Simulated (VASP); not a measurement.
BN, 4 atoms in the cell. Symmetry: P6_3mc, No. 186, hexagonal system. The conventional cell has a = 2.536 Å, b = 2.536 Å, c = 4.199 Å, α = 90.00°, β = 90.00°, γ = 120.00°. B (site symmetry 3m) has 4 N at 1.56 to 1.57 Å within 2.1 Å. N (site symmetry 3m) has 4 B at 1.56 to 1.57 Å within 2.1 Å. 

```yaml
Program: VASP 6.6.1
Task: single point
Functional: PBE
Potentials_or_basis: VASP PAW PBE potentials, release 64 (B, N)
Cutoff: 520 eV
k_mesh: 12 × 12 × 6
Occupations: gaussian, width 0.01 eV
Spin: no spin polarisation
Dipole_correction: no
Further_INCAR_settings: ALGO = Normal; EDIFF = 1e-07; NBANDS = 16
```

Potentials or basis: VASP PAW PBE potentials, release 64 (B, N).

Command:

```console
$ cat potpaw_PBE.64/B/POTCAR potpaw_PBE.64/N/POTCAR > POTCAR
$ mpirun -np 1 vasp_std > vasp.out
```

Hardware: 1 thread of Intel(R) Xeon(R) Platinum 8259CL CPU @ 2.50GHz (Skylake/Cascade Lake) (shared host).

Q: Estimate the wall time of this run.

A: It took 23 s on 1 thread of Intel(R) Xeon(R) Platinum 8259CL CPU @ 2.50GHz (Skylake/Cascade Lake) (shared host), peak memory 0.14 GiB. Counts: scf iterations 13, k points 76.
